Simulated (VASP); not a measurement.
Runs of VASP 6.6.1 on Au. The structure is that of space group Fm-3m (No. 225), or close to it. The cells are those of the table. 

| task | cell | gap on the mesh (eV) | pressure (GPa) |
| --- | --- | --- | --- |
| single point | a = 3.026 Å, angles 60.0°, 1 atom | none | (a) |
| single point | a = 2.969 Å, angles 60.0°, 1 atom | none | -4.0 |
| single point | a = 2.940 Å, angles 60.0°, 1 atom | none | -0.2 |
| single point | a = 2.998 Å, angles 60.0°, 1 atom | none | -7.1 |
| single point | a = 2.910 Å, angles 60.0°, 1 atom | none | 4.5 |
| relaxation of cell and atoms | relaxed from a = 2.952 Å, angles 60.0°, 1 atom | none | 0.0 |
| single point | a = 2.849 Å, angles 60.0°, 1 atom | none | (b) |
| single point | a = 2.880 Å, angles 60.0°, 1 atom | none | 10.2 |

Alike in all rows: level PBE; potentials or basis VASP PAW PBE potentials, release 64 (Au); no spin polarisation; k mesh 18 × 18 × 18; cutoff (eV) 500; smearing gaussian 0.1 eV.

Q: Fill in the values left out.

A: (a) -9.5; (b) 17.2.

Caveats: spin-orbit coupling is left out, which moves the levels of the heavy elements; the cell stands under tension (at least some runs); the cell stands under pressure (at least some runs).

A k mesh can miss the band edges, and the runs leave out spin-orbit coupling on Au.

A gap of «none» marks levels without a gap at the run's occupations.
